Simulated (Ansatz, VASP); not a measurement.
## Two plane-wave programs on MgS

```xyz
2
Lattice="0.0000 2.8309 2.8309 2.8309 0.0000 2.8309 2.8309 2.8309 0.0000" Properties=species:S:1:pos:R:3 pbc="T T T"
Mg    0.0000    0.0000    0.0000
S     1.4154    1.4154    1.4154
```

Alike in both runs: task single point; functional r2SCAN; k mesh 8 × 8 × 8; no spin polarisation.

|  | VASP | Ansatz |
| --- | --- | --- |
| version | VASP 6.6.1 | Ansatz 0.2.0 |
| potentials or method | VASP PAW PBE potentials, release 64 (Mg, S) | plane waves, PAW |
| plane-wave cutoff (eV) | 520 | 500 |
| occupations | gaussian, width 0.01 eV | fixed |
| valence electrons in the cell | 8 | 16 |

Ansatz gave:

| Quantity | Value |
| --- | --- |
| gap on the k mesh at the Fermi level (eV) | 4.14 |
| pressure (GPa) | 0.0 |

Question: Estimate VASP's values.

Answer: gap on the k mesh at the Fermi level (eV): 4.13; pressure (GPa): -0.3.

VASP's potentials were made for PBE, not for r2SCAN. VASP's potentials hold 8 valence electrons a cell and Ansatz's 16, so a difference there can come from the potentials and not from the codes.
